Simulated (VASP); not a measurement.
# Ag (Fm-3m) in VASP: a series of runs

Aim: see how the results for Ag move with the level of theory and the settings. Levels: pbe exchange, pbesol correlation, LDA. Tasks: elastic constants.

All numbers are computed with VASP 6.6.1; they aren't measurements. Logs are shortened: lines on timing, memory, paths and dates and some standing lists are left out, and cuts for length are marked.

## (1) The cell of the first run

It takes space group Fm-3m (No. 225, cubic). The conventional cell has a = 4.085 Å, b = 4.085 Å, c = 4.085 Å, α = 90.00°, β = 90.00°, γ = 90.00°. Within 3.8 Å of Ag (site symmetry m-3m) lie 12 Ag at 2.89 Å.

## (2) Elastic constants, pbe exchange, pbesol correlation

Contents of INCAR:

```
SYSTEM = Ag
ALGO = Normal ; EDIFF = 1E-8
ENCUT = 500 ; GGA = LIBXC
GGA_COMPAT = .False. ; IBRION = 6
ISIF = 3 ; ISMEAR = -1
LASPH = .True. ; LCHARG = .False.
LIBXC1 = GGA_X_PBE ; LIBXC2 = GGA_C_PBE_SOL
LREAL = .False. ; LWAVE = .False.
NELM = 120 ; NFREE = 2
NSW = 1 ; POTIM = 0.015
PREC = Accurate ; SIGMA = 0.1
```

Contents of KPOINTS:

```
k-points
0
Gamma
  14 14 14
  0 0 0
```

Contents of POSCAR:

```
Ag
1.0
    0.0000000000      2.0427500000      2.0427500000
    2.0427500000      0.0000000000      2.0427500000
    2.0427500000      2.0427500000      0.0000000000
Ag
1
Direct
    0.0000000000      0.0000000000      0.0000000000
```

Potentials or basis: VASP PAW PBE potentials, release 64 (Ag).

On the command line:

```bash
> cat potpaw_PBE.64/Ag/POTCAR > POTCAR
> mpirun -np 1 vasp_std > vasp.out
```

OUTCAR:

```text
SYSTEM = Ag
   EDIFF = 1E-8
   ENCUT = 500
   GGA = LIBXC
   IBRION = 6
   ISIF = 3
   ISMEAR = -1
   LASPH = .True.
   LREAL = .False.
   NELM = 120
   NFREE = 2
   NSW = 1
   POTIM = 0.015
   PREC = Accurate

 ion  position               nearest neighbor table
   1  0.000  0.000  0.000-

  LATTYP: Found a face centered cubic cell.
 ALAT       =     4.0855000000

  Lattice vectors:

 A1 = (   0.0000000000,   2.0427500000,   2.0427500000)
 A2 = (   2.0427500000,   0.0000000000,   2.0427500000)
 A3 = (   2.0427500000,   2.0427500000,   0.0000000000)

Analysis of symmetry for initial positions (statically):
=====================================================================
 Subroutine PRICEL returns:
 Original cell was already a primitive cell.

 Routine SETGRP: Setting up the symmetry group for a
 face centered cubic supercell.

 Subroutine GETGRP returns: Found 48 space group operations
 (whereof 48 operations were pure point group operations)
 out of a pool of 48 trial point group operations.

The static configuration has the point symmetry O_h .

Analysis of symmetry for dynamics (positions and initial velocities):
=====================================================================
 Subroutine PRICEL returns:
 Original cell was already a primitive cell.

 Routine SETGRP: Setting up the symmetry group for a
 face centered cubic supercell.

 Subroutine GETGRP returns: Found 48 space group operations
 (whereof 48 operations were pure point group operations)
 out of a pool of 48 trial point group operations.

The dynamic configuration has the point symmetry O_h .

 Subroutine INISYM returns: Found 48 space group operations
 (whereof 48 operations are pure point group operations),
 and found     1 'primitive' translations

----------------------------------------------------------------------------------------

                                     Primitive cell

  volume of cell :      17.0481

  direct lattice vectors                    reciprocal lattice vectors
     0.000000000  2.042750000  2.042750000    -0.244768082  0.244768082  0.244768082
     2.042750000  0.000000000  2.042750000     0.244768082 -0.244768082  0.244768082
     2.042750000  2.042750000  0.000000000     0.244768082  0.244768082 -0.244768082

  length of vectors
     2.888884755  2.888884755  2.888884755     0.423950755  0.423950755  0.423950755

  position of ions in fractional coordinates (direct lattice)
     0.000000000  0.000000000  0.000000000

  ion indices of the primitive-cell ions
   primitive index   ion index
                 1           1

----------------------------------------------------------------------------------------

 KPOINTS: k-points

Automatic generation of k-mesh.
 Grid dimensions read from file:
 generate k-points for:   14   14   14

 Generating k-lattice:

  Cartesian coordinates                     Fractional coordinates (reciprocal lattice)
    -0.017483434  0.017483434  0.017483434     0.071428571  0.000000000  0.000000000
     0.017483434 -0.017483434  0.017483434     0.000000000  0.071428571  0.000000000
     0.017483434  0.017483434 -0.017483434     0.000000000  0.000000000  0.071428571

  Length of vectors
     0.030282197  0.030282197  0.030282197

  Shift w.r.t. Gamma in fractional coordinates (k-lattice)
     0.000000000  0.000000000  0.000000000

 Subroutine IBZKPT returns following result:
[... 94 lines left out ...]
  ext. energy  EPLUGINS =         0.00000000
  ---------------------------------------------------
  free energy    TOTEN  =        -2.65807300 eV

  energy without entropy =       -2.64888909  energy(sigma->0) =       -2.65348105

------------------------ aborting loop because EDIFF is reached ----------------------------------------

  FORCE on cell =-STRESS in cart. coord.  units (eV):
  Direction    XX          YY          ZZ          XY          YZ          ZX
  --------------------------------------------------------------------------------------
  -------------------------------------------------------------------------------------
  Total        0.6392359      0.6392359      0.6392359      0.0000000      0.0000000      0.0000000
  in kB       60.0753210     60.0753210     60.0753210      0.0000000      0.0000000      0.0000000
  external PRESSURE =      60.0753210 kB  Pullay stress =       0.0000000 kB
[... 86 lines left out ...]
  FREE ENERGIE OF THE ION-ELECTRON SYSTEM (eV)
  ---------------------------------------------------
  free  energy   TOTEN  =        -2.6467197276 eV

  energy  without entropy=       -2.6376311443  energy(sigma->0) =       -2.64217544

[... ionic steps 4 to 12 ...]

--------------------------------------- Ionic step       13  -------------------------------------------

 number of electron      10.9999999 magnetization

------------------------ aborting loop because EDIFF is reached ----------------------------------------
[... 65 lines left out ...]
--------------------------------------- Ionic step       15  -------------------------------------------

 number of electron      11.0000000 magnetization

 Free energy of the ion-electron system (eV)
  ---------------------------------------------------
  ext. energy  EPLUGINS =         0.00000000
  ---------------------------------------------------
  free energy    TOTEN  =        -2.65807352 eV

  energy without entropy =       -2.64888961  energy(sigma->0) =       -2.65348157

 E-fermi :   8.3552     XC(G=0): -12.2116

 val. band max:        8.3383692884   @ k =   0.5000   0.0714   0.0000
 cond. band min:       8.3952956797   @ k =   0.5000   0.2143   0.0714
 fundamental gap:      0.0569263914
 Fermi energy:         8.3551911904

 k-point     1 :       0.0000    0.0000    0.0000
  band No.  band energies     occupation
      1       0.6477      2.00000
      2       3.5584      2.00000
      3       3.5584      2.00000
      4       3.5584      2.00000
      5       4.5903      2.00000
      6       4.5903      2.00000
      7      24.5196      0.00000
      8      28.0217      0.00000
      9      28.0217      0.00000
[... 265 lines left out ...]
 k-point    24 :       0.2857    0.1429    0.0000
  band No.  band energies     occupation
      1       2.3562      2.00000
      2       3.1557      2.00000
      3       3.7923      2.00000
      4       4.0519      2.00000
      5       4.9218      2.00000
      6       4.9762      2.00000
      7      20.4138      0.00000
      8      24.5336      0.00000
      9      24.8292      0.00000

 [... further k-points ...]

------------------------ aborting loop because EDIFF is reached ----------------------------------------

  FORCE on cell =-STRESS in cart. coord.  units (eV):
  Direction    XX          YY          ZZ          XY          YZ          ZX
  --------------------------------------------------------------------------------------
  -------------------------------------------------------------------------------------
  Total        0.6391906      0.6391906      0.6391906     -0.0000000      0.0000000     -0.0000000
  in kB       60.0710612     60.0710612     60.0710612     -0.0000000      0.0000000     -0.0000000
  external PRESSURE =      60.0710612 kB  Pullay stress =       0.0000000 kB
[... 16 lines left out ...]
  FREE ENERGIE OF THE ION-ELECTRON SYSTEM (eV)
  ---------------------------------------------------
  free  energy   TOTEN  =        -2.6580735240 eV

  energy  without entropy=       -2.6488896119  energy(sigma->0) =       -2.65348157

 INTERNAL STRAIN TENSORS FROM STRAINED CELLS
 ============================================

 INTERNAL STRAIN TENSOR FOR ION    1 for displacements in x,y,z  (eV/Angst):
          X           Y           Z          XY          YZ          ZX
  --------------------------------------------------------------------------------
  x     0.00000     0.00000    -0.00000    -0.00000     0.00000     0.00000
  y     0.00000     0.00000     0.00000    -0.00000     0.00000    -0.00000
  z    -0.00000    -0.00000    -0.00000     0.00000    -0.00000    -0.00000

 INTERNAL STRAIN TENSORS FROM DISPLACED ATOMS
 ============================================

 INTERNAL STRAIN TENSOR FOR ION    1 for displacements in x,y,z  (eV/Angst):
          X           Y           Z          XY          YZ          ZX
  --------------------------------------------------------------------------------
  x     0.00000     0.00000     0.00000     0.00000     0.00000     0.00000
  y     0.00000     0.00000     0.00000     0.00000     0.00000     0.00000
  z     0.00000     0.00000     0.00000     0.00000     0.00000     0.00000

 Eigenvectors and eigenvalues of the dynamical matrix
 ----------------------------------------------------

   1 f  =    0.000000 THz     0.000000 2PiTHz    0.000000 cm-1     0.000000 meV
             X         Y         Z           dx          dy          dz
      0.000000  0.000000  0.000000     0.707107   -0.707107    0.000000

   2 f  =    0.000000 THz     0.000000 2PiTHz    0.000000 cm-1     0.000000 meV
             X         Y         Z           dx          dy          dz
      0.000000  0.000000  0.000000    -0.707107   -0.707107    0.000000

   3 f  =    0.000000 THz     0.000000 2PiTHz    0.000000 cm-1     0.000000 meV
             X         Y         Z           dx          dy          dz
      0.000000  0.000000  0.000000     0.000000    0.000000    1.000000

--------------------------------------------------------------------------------------------------------

 ELASTIC MODULI CONTR FROM IONIC RELAXATION (kBar)
 Direction    XX          YY          ZZ          XY          YZ          ZX
 --------------------------------------------------------------------------------
 XX           0.0000      0.0000      0.0000      0.0000      0.0000      0.0000
 YY           0.0000      0.0000      0.0000      0.0000      0.0000      0.0000
 ZZ           0.0000      0.0000      0.0000      0.0000      0.0000      0.0000
 XY           0.0000      0.0000      0.0000      0.0000      0.0000      0.0000
 YZ           0.0000      0.0000      0.0000      0.0000      0.0000      0.0000
 ZX           0.0000      0.0000      0.0000      0.0000      0.0000      0.0000
 --------------------------------------------------------------------------------

 TOTAL ELASTIC MODULI (kBar)
 Direction    XX          YY          ZZ          XY          YZ          ZX
 --------------------------------------------------------------------------------
 XX        1377.5448   1000.3389   1000.3389     -0.0000      0.0000      0.0000
 YY        1000.3389   1377.5448   1000.3389      0.0000      0.0000      0.0000
 ZZ        1000.3389   1000.3389   1377.5448      0.0000      0.0000     -0.0000
 XY          -0.0000      0.0000      0.0000    499.3285      0.0000     -0.0000
 YZ           0.0000      0.0000      0.0000      0.0000    499.3285      0.0000
 ZX           0.0000      0.0000     -0.0000     -0.0000      0.0000    499.3285
 --------------------------------------------------------------------------------
```

Wall time 7.4 min (1 thread of Intel Xeon Platinum 8259CL at 2.50GHz (Skylake/Cascade Lake), shared host); peak memory 0.36 GiB.

Results:

```yaml
Elastic_constants_C11_C12_C44: 138, 100, 50 GPa
Voigt_bulk_modulus: 113 GPa
```

Elastic tensor in Voigt notation (GPa, in the Cartesian axes of the cell as first typed):
```
138 100 100   0   0   0
100 138 100   0   0   0
100 100 138   0   0   0
  0   0   0  50   0   0
  0   0   0   0  50   0
  0   0   0   0   0  50
```

Clamped-ion elastic tensor (GPa):
```
138 100 100   0   0   0
100 138 100   0   0   0
100 100 138   0   0   0
  0   0   0  50   0   0
  0   0   0   0  50   0
  0   0   0   0   0  50
```

Caveat: the cell is under stress, which shifts elastic constants; the PAW data sets were made with another functional, which shifts forces and pressure a little.

## (3) Elastic constants, LDA

Contents of INCAR:

```
ALGO = Normal
EDIFF = 1E-8
ENCUT = 500
GGA = CA
GGA_COMPAT = False
IBRION = 6
ISIF = 3
ISMEAR = 1
LASPH = True
LCHARG = False
LREAL = False
LWAVE = False
NELM = 120
NFREE = 2
NSW = 1
POTIM = 0.015
PREC = Accurate
SIGMA = 0.1
```

Contents of KPOINTS:

```
k-points
0
Gamma
  7 7 7
```

POSCAR is that of step 2.

Potentials or basis: VASP PAW LDA potentials, release 64 (Ag).

On the command line:

```bash
> cat potpaw_LDA.64/Ag/POTCAR > POTCAR
> mpirun -np 1 vasp_std > vasp.out
```

Run time: 84 s. Hardware: 1 thread of AMD EPYC 7R13 (Zen 3), shared host; peak memory 0.14 GiB.

The run converged. Its results:

* Elastic constants C11, C12, C44: 100, 105, 64 GPa
* Voigt bulk modulus: 103 GPa

Elastic tensor in Voigt notation (GPa, in the Cartesian axes of the cell as first typed):
```
100 105 105   0   0   0
105 100 105   0   0   0
105 105 100   0   0   0
  0   0   0  64   0   0
  0   0   0   0  64   0
  0   0   0   0   0  64
```

Clamped-ion elastic tensor (GPa):
```
100 105 105   0   0   0
105 100 105   0   0   0
105 105 100   0   0   0
  0   0   0  64   0   0
  0   0   0   0  64   0
  0   0   0   0   0  64
```

Caveat: the k points lie up to 0.38 Å⁻¹ apart; the cell is under stress, which shifts elastic constants; the elastic tensor has a negative eigenvalue, so either the cell is unstable as it stands or the mesh is too thin.
